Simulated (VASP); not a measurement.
# Bi (Im-3m) in VASP: a series of runs

The runs below take Bi through relaxation of cell and atoms, with revPBE+D4, PBEsol+D3(BJ).

Program: VASP 6.6.1. These are calculated values, not measurements. Logs are shortened: lines on timing, memory, paths and dates and some standing lists are left out, and cuts for length are marked.

## Step 1: The cell of the first run

It takes space group Im-3m (No. 229, cubic). Conventional cell: a = 3.963 Å, b = 3.963 Å, c = 3.963 Å, α = 90.00°, β = 90.00°, γ = 90.00°. Within 4.5 Å of Bi (site symmetry m-3m) lie 14 Bi at 3.43 to 3.96 Å.

## Step 2: Relaxation of cell and atoms, revPBE+D4

File INCAR:

```
ALGO = Normal
EDIFF = 1E-6
EDIFFG = -0.02
ENCUT = 600
GGA = RE
IBRION = 2
ISIF = 3
ISMEAR = -1
IVDW = 13
LASPH = T
LCHARG = F
LREAL = F
LWAVE = F
NELM = 80
NSW = 80
PREC = Accurate
SIGMA = 0.05
```

File KPOINTS:

```
k-points
0
Gamma
  9 9 9
```

File POSCAR:

```
Bi
1.0
   -1.9814305318      1.9814305318      1.9814305318
    1.9814305318     -1.9814305318      1.9814305318
    1.9814305318      1.9814305318     -1.9814305318
Bi
1
Direct
    0.0000000000      0.0000000000      0.0000000000
```

Potentials or basis: VASP PAW PBE potentials, release 64 (Bi_d).

The run is started by

```
cat potpaw_PBE.64/Bi_d/POTCAR > POTCAR
mpirun -np 1 vasp_std > vasp.out
```

OUTCAR:

```text
EDIFF = 1E-6
   EDIFFG = -0.02
   ENCUT = 600
   GGA = RE
   IBRION = 2
   ISIF = 3
   ISMEAR = -1
   IVDW = 13
   LASPH = T
   LREAL = F
   NELM = 80
   NSW = 80
   PREC = Accurate

 ion  position               nearest neighbor table
   1  0.000  0.000  0.000-

  LATTYP: Found a body centered cubic cell.
 ALAT       =     3.9628610636

  Lattice vectors:

 A1 = (  -1.9814305318,   1.9814305318,   1.9814305318)
 A2 = (   1.9814305318,  -1.9814305318,   1.9814305318)
 A3 = (   1.9814305318,   1.9814305318,  -1.9814305318)

Analysis of symmetry for initial positions (statically):
=====================================================================
 Subroutine PRICEL returns:
 Original cell was already a primitive cell.

 Routine SETGRP: Setting up the symmetry group for a
 body centered cubic supercell.

 Subroutine GETGRP returns: Found 48 space group operations
[... 9 lines left out ...]

 Routine SETGRP: Setting up the symmetry group for a
 body centered cubic supercell.

 Subroutine GETGRP returns: Found 48 space group operations
[... 11 lines left out ...]
                                     Primitive cell

  volume of cell :      31.1169

  direct lattice vectors                    reciprocal lattice vectors
    -1.981430532  1.981430532  1.981430532     0.000000000  0.252342937  0.252342937
     1.981430532 -1.981430532  1.981430532     0.252342937  0.000000000  0.252342937
     1.981430532  1.981430532 -1.981430532     0.252342937  0.252342937  0.000000000

  length of vectors
     3.431938353  3.431938353  3.431938353     0.356866804  0.356866804  0.356866804

  position of ions in fractional coordinates (direct lattice)
     0.000000000  0.000000000  0.000000000

  ion indices of the primitive-cell ions
   primitive index   ion index
                 1           1

----------------------------------------------------------------------------------------

 KPOINTS: k-points

Automatic generation of k-mesh.
 Grid dimensions read from file:
 generate k-points for:    9    9    9

 Generating k-lattice:

  Cartesian coordinates                     Fractional coordinates (reciprocal lattice)
     0.000000000  0.028038104  0.028038104     0.111111111  0.000000000  0.000000000
     0.028038104  0.000000000  0.028038104     0.000000000  0.111111111  0.000000000
     0.028038104  0.028038104  0.000000000     0.000000000  0.000000000  0.111111111

  Length of vectors
     0.039651867  0.039651867  0.039651867

  Shift w.r.t. Gamma in fractional coordinates (k-lattice)
     0.000000000  0.000000000  0.000000000

 Subroutine IBZKPT returns following result:
 ===========================================

 Found     35 irreducible k-points:

 Following reciprocal coordinates:
            Coordinates               Weight
  0.000000  0.000000  0.000000      1.000000
  0.111111  0.000000  0.000000     12.000000
  0.222222  0.000000  0.000000     12.000000
  0.333333  0.000000  0.000000     12.000000
  0.444444  0.000000  0.000000     12.000000
  0.111111  0.111111  0.000000     24.000000
[... 16 lines left out ...]
 -0.333333  0.444444  0.111111     48.000000
 -0.444444 -0.444444  0.111111     24.000000
 [... further k-points ...]
   k-points           NKPTS =     35   k-points in BZ     NKDIM =     35   number of bands    NBANDS=     11
   number of dos      NEDOS =    301   number of ions     NIONS =      1
   total plane-waves  NPLWV =  21952
   dimension x,y,z NGX =    28 NGY =   28 NGZ =   28
   dimension x,y,z NGXF=    56 NGYF=   56 NGZF=   56
   ions per type =               1
   NGX,Y,Z   is equivalent  to a cutoff of  13.56, 13.56, 13.56 a.u.
   NGXF,Y,Z  is equivalent  to a cutoff of  27.13, 27.13, 27.13 a.u.
 SYSTEM =  unknown system
   PREC   = accura    normal or accurate (medium, high low for compatibility)
   ISTART =      0    job   : 0-new  1-cont  2-samecut
   ICHARG =      2    charge: 1-file 2-atom 10-const
   ISPIN  =      1    spin polarized calculation?
   LNONCOLLINEAR =      F non collinear calculations
   LSORBIT =      F    spin-orbit coupling
   LASPH  =      T    aspherical Exc in radial PAW
   ENCUT  =  600.0 eV  44.10 Ry    6.64 a.u.   6.85  6.85  6.85*2*pi/ulx,y,z
   NELM   =     80;   NELMIN=  2; NELMDL= -5     # of ELM steps
   EDIFF  = 0.1E-05   stopping-criterion for ELM
   LREAL  =      F    real-space projection
   EDIFFG = -.2E-01   stopping-criterion for IOM
   NSW    =     80    number of steps for IOM
   IBRION =      2    ionic relax: 0-MD 1-quasi-New 2-CG
   NFREE  =      1    steps in history (QN), initial steepest desc. (CG)
   ISIF   =      3    stress and relaxation
   ISYM   =      2    0-nonsym 1-usesym 2-fastsym
   POTIM  = 0.5000    time-step for ionic-motion
   TEBEG  =    0.0;   TEEND  =   0.0 temperature during run
   PSTRESS=    0.0 pullay stress
   NELECT =      15.0000    total number of electrons
   NUPDOWN=      -1.0000    fix difference up-down
   EMIN   =  10.00;   EMAX   =-10.00  energy-range for DOS
   EFERMI =   0.00;   METHOD = LEGACY
   ISMEAR =    -1;   SIGMA  =   0.05  broadening in eV -4-tet -1-fermi 0-gaus
   EFERMI_NEDOS =   21; number of points for ismear=-14 and -15
   IALGO  =     38    algorithm
   IMIX   =      4    mixing-type and parameters
     AMIX     =   0.40;   BMIX     =  1.00
     AMIX_MAG =   1.60;   BMIX_MAG =  1.00
  volume/ion in A,a.u.               =      31.12       209.99
  Fermi-wavevector in a.u.,A,eV,Ry     =   1.283630  2.425708 22.418388  1.647705
  Thomas-Fermi vector in A             =   2.415871
   LORBIT       =      0    0 simple, 1 ext, 2 COOP (PROOUT), +10 PAW based schemes
   GGA     = RE    functional components
   LHFCALC =     F    Hartree Fock is set to
   AEXX    =    0.0000 exact exchange contribution
   IVDW    =    13    specifies the selected vdW correction
   LEPSILON=     F    determine dielectric tensor
   LRPA    =     F    only Hartree local field effects (RPA)
 conjugate gradient relaxation of ions
 non-spin polarized calculation
  energy-cutoff  :      600.00
  volume of cell :       31.12
 maximum number of plane-waves:      1055
   NGX = 13   NGY = 13   NGZ = 13

--------------------------------------- Ionic step        1  -------------------------------------------

 number of electron      14.9999994 magnetization

 Free energy of the ion-electron system (eV)
  ---------------------------------------------------
  ext. energy  EPLUGINS =         0.00000000
  ---------------------------------------------------
  free energy    TOTEN  =        -3.43299907 eV

  energy without entropy =       -3.42886944  energy(sigma->0) =       -3.43093426

------------------------ aborting loop because EDIFF is reached ----------------------------------------

  DFT-D4 for vdW energy calculation

  Edisp (eV):   -0.79718

  FORCE on cell =-STRESS in cart. coord.  units (eV):
  Direction    XX          YY          ZZ          XY          YZ          ZX
  --------------------------------------------------------------------------------------
  -------------------------------------------------------------------------------------
  Total      -0.37537    -0.37537    -0.37537    -0.00000     0.00000    -0.00000
  in kB     -19.32731   -19.32731   -19.32731    -0.00000     0.00000    -0.00000
  external pressure =      -19.33 kB  Pullay stress =        0.00 kB

 VOLUME and BASIS-vectors are now :
 -----------------------------------------------------------------------------
  energy-cutoff  :      600.00
  volume of cell :       31.12
      direct lattice vectors                 reciprocal lattice vectors
    -1.981430532  1.981430532  1.981430532     0.000000000  0.252342937  0.252342937
     1.981430532 -1.981430532  1.981430532     0.252342937  0.000000000  0.252342937
     1.981430532  1.981430532 -1.981430532     0.252342937  0.252342937  0.000000000

 POSITION                                       TOTAL-FORCE (eV/Angst)
 -----------------------------------------------------------------------------------
      0.00000      0.00000      0.00000         0.000000      0.000000      0.000000
 -----------------------------------------------------------------------------------
    total drift:                               -0.000000     -0.000000     -0.000000

  FREE ENERGIE OF THE ION-ELECTRON SYSTEM (eV)
  ---------------------------------------------------
  free  energy   TOTEN  =        -4.2301827576 eV

  energy  without entropy=       -4.2260531330  energy(sigma->0) =       -4.22811795

--------------------------------------- Ionic step        2  -------------------------------------------

 number of electron      15.0000005 magnetization

------------------------ aborting loop because EDIFF is reached ----------------------------------------

  DFT-D4 for vdW energy calculation

  Edisp (eV):   -0.83908

  FORCE on cell =-STRESS in cart. coord.  units (eV):
  Direction    XX          YY          ZZ          XY          YZ          ZX
  --------------------------------------------------------------------------------------
  -------------------------------------------------------------------------------------
  Total       0.21047     0.21047     0.21047     0.00000    -0.00000    -0.00000
  in kB      11.44779    11.44779    11.44779     0.00000    -0.00000    -0.00000
  external pressure =       11.45 kB  Pullay stress =        0.00 kB

 VOLUME and BASIS-vectors are now :
 -----------------------------------------------------------------------------
  energy-cutoff  :      600.00
  volume of cell :       29.46
      direct lattice vectors                 reciprocal lattice vectors
    -1.945549301  1.945549301  1.945549301     0.000000000  0.256996828  0.256996828
     1.945549301 -1.945549301  1.945549301     0.256996828  0.000000000  0.256996828
     1.945549301  1.945549301 -1.945549301     0.256996828  0.256996828  0.000000000

 POSITION                                       TOTAL-FORCE (eV/Angst)
 -----------------------------------------------------------------------------------
      0.00000      0.00000      0.00000        -0.000000      0.000000      0.000000
 -----------------------------------------------------------------------------------
    total drift:                                0.000000     -0.000000     -0.000000

  FREE ENERGIE OF THE ION-ELECTRON SYSTEM (eV)
  ---------------------------------------------------
  free  energy   TOTEN  =        -4.2348468792 eV

  energy  without entropy=       -4.2300590347  energy(sigma->0) =       -4.23245296

--------------------------------------- Ionic step        3  -------------------------------------------

 number of electron      14.9999999 magnetization

 Free energy of the ion-electron system (eV)
  ---------------------------------------------------
  ext. energy  EPLUGINS =         0.00000000
  ---------------------------------------------------
  free energy    TOTEN  =        -3.41294920 eV

  energy without entropy =       -3.40857860  energy(sigma->0) =       -3.41076390

 E-fermi :   8.5328     XC(G=0): -10.4060

 val. band max:        8.5048092425   @ k =   0.2222   0.0000   0.0000
 cond. band min:       8.5456463681   @ k =  -0.2222   0.2222   0.1111
 fundamental gap:      0.0408371256
 Fermi energy:         8.5328019506

 k-point     1 :       0.0000    0.0000    0.0000
  band No.  band energies     occupation
      1     -14.6608      2.00000
      2     -14.6608      2.00000
      3     -14.6608      2.00000
      4     -14.5180      2.00000
      5     -14.5180      2.00000
      6      -5.3144      2.00000
      7      13.8521      0.00000
      8      13.8521      0.00000
      9      13.8521      0.00000
     10      18.0347      0.00000
     11      18.9098      0.00000
[... 309 lines left out ...]
 k-point    24 :      -0.4444   -0.4444    0.1111
  band No.  band energies     occupation
      1     -14.6499      2.00000
      2     -14.6129      2.00000
      3     -14.5639      2.00000
      4     -14.5227      2.00000
      5     -14.4392      2.00000
      6      -1.6071      2.00000
      7       3.8945      2.00000
      8       7.5648      2.00000
      9      11.2161      0.00000
     10      15.9540      0.00000
     11      17.4217      0.00000

 [... further k-points ...]

------------------------ aborting loop because EDIFF is reached ----------------------------------------

  DFT-D4 for vdW energy calculation

  Edisp (eV):   -0.82397

  FORCE on cell =-STRESS in cart. coord.  units (eV):
  Direction    XX          YY          ZZ          XY          YZ          ZX
  --------------------------------------------------------------------------------------
  -------------------------------------------------------------------------------------
  Total       0.00443     0.00443     0.00443     0.00000     0.00000     0.00000
  in kB       0.23630     0.23630     0.23630     0.00000     0.00000     0.00000
  external pressure =        0.24 kB  Pullay stress =        0.00 kB

 VOLUME and BASIS-vectors are now :
 -----------------------------------------------------------------------------
  energy-cutoff  :      600.00
  volume of cell :       30.03
      direct lattice vectors                 reciprocal lattice vectors
    -1.958154944  1.958154944  1.958154944     0.000000000  0.255342409  0.255342409
     1.958154944 -1.958154944  1.958154944     0.255342409  0.000000000  0.255342409
     1.958154944  1.958154944 -1.958154944     0.255342409  0.255342409  0.000000000

 POSITION                                       TOTAL-FORCE (eV/Angst)
 -----------------------------------------------------------------------------------
      0.00000      0.00000      0.00000         0.000000     -0.000000      0.000000
 -----------------------------------------------------------------------------------
    total drift:                               -0.000000     -0.000000     -0.000000

  FREE ENERGIE OF THE ION-ELECTRON SYSTEM (eV)
  ---------------------------------------------------
  free  energy   TOTEN  =        -4.2369178675 eV

  energy  without entropy=       -4.2325472644  energy(sigma->0) =       -4.23473257

 reached required accuracy - stopping structural energy minimisation
```

It took 14 s on 1 thread of Intel Xeon 6975P-C (Granite Rapids), shared host; peak memory 0.16 GiB.

Results:

* Free energy: -4.2369 eV
* Relaxed volume: 30.03 Å³/atom
* Relaxed cell: a = 3.392 Å, b = 3.392 Å, c = 3.392 Å, α = 109.47°, β = 109.47°, γ = 109.47°
* Space group after relaxing (to 0.05 Å): Im-3m (No. 229)
* Energy gained by relaxing: 6.7 meV/atom
* Ionic steps: 3
* Pressure after relaxing: 0.0 GPa
* Dispersion energy per atom: -0.824 eV

Step by step:
| step | energy change (eV) | largest force (eV/Å) | pressure (GPa) | volume (Å³) |
| --- | --- | --- | --- | --- |
| 1 | 0.0000 | 0.0000 | -1.93 | 31.12 |
| 2 | -0.0047 | 0.0000 | 1.14 | 29.46 |
| 3 | -0.0067 | 0.0000 | 0.02 | 30.03 |

Final structure:
```
Bi
1.0
    -1.95815    1.95815    1.95815
     1.95815   -1.95815    1.95815
     1.95815    1.95815   -1.95815
Bi
1
Direct
  0.00000 0.00000 0.00000
```

Caveat: the PAW data sets were made with another functional, which shifts forces and pressure a little; spin-orbit coupling is left out, which moves the levels of the heavy elements; pairwise dispersion overbinds metals, which lowers pressure and volume.

## Step 3: Relaxation of cell and atoms, PBEsol+D3(BJ)

File INCAR:

```
  PREC = Accurate
  ENCUT = 600
  EDIFF = 1E-6
  ISMEAR = -1
  SIGMA = 0.05
  LREAL = False
  LASPH = True
  NELM = 60
  ALGO = Normal
  ISIF = 3
  LWAVE = False
  LCHARG = False
  GGA = PS
  IVDW = 12
  IBRION = 2
  NSW = 80
  EDIFFG = -0.01
```

File KPOINTS:

```
Automatic mesh
0
Gamma
  9 9 9
```

POSCAR is that of step 2.

Potentials or basis: VASP PAW PBE potentials, release 64 (Bi_d).

The run is started by

```
cat potpaw_PBE.64/Bi_d/POTCAR > POTCAR
mpirun -np 1 vasp_std > vasp.out
```

It took 14 s on 1 thread of Intel Xeon 6975P-C (Granite Rapids), shared host; peak memory 0.17 GiB.

It converged, with:

| Quantity | Value |
| --- | --- |
| Free energy | -4.7923 eV |
| Relaxed volume | 28.54 Å³/atom |
| Relaxed cell | a = 3.334 Å, b = 3.334 Å, c = 3.334 Å, α = 109.47°, β = 109.47°, γ = 109.47° |
| Space group after relaxing (to 0.05 Å) | Im-3m (No. 229) |
| Energy gained by relaxing | 41.6 meV/atom |
| Ionic steps | 3 |
| Pressure after relaxing | 0.0 GPa |
| Dispersion energy per atom | -0.573 eV |

The path:
| step | energy change (eV) | largest force (eV/Å) | pressure (GPa) | volume (Å³) |
| --- | --- | --- | --- | --- |
| 1 | 0.0000 | 0.0000 | -4.81 | 31.12 |
| 2 | -0.0256 | 0.0000 | 3.80 | 27.10 |
| 3 | -0.0416 | 0.0000 | 0.03 | 28.54 |

Final structure:
```
CELL_PARAMETERS angstrom
-1.92511 1.92511 1.92511
1.92511 -1.92511 1.92511
1.92511 1.92511 -1.92511
ATOMIC_POSITIONS crystal
Bi 0.00000 0.00000 0.00000
```

Levels at points of the mesh, in eV from the Fermi level:
```tsv
k point	band 3	band 4	band 5	band 6	band 7	band 8	band 9	band 10	band 11
(0.00, 0.00, 0.00)	-23.16	-22.99	-22.99	-14.30	5.64	5.64	5.64	10.15	10.35
```

Caveat: the PAW data sets were made with another functional, which shifts forces and pressure a little; spin-orbit coupling is left out, which moves the levels of the heavy elements; pairwise dispersion overbinds metals, which lowers pressure and volume.
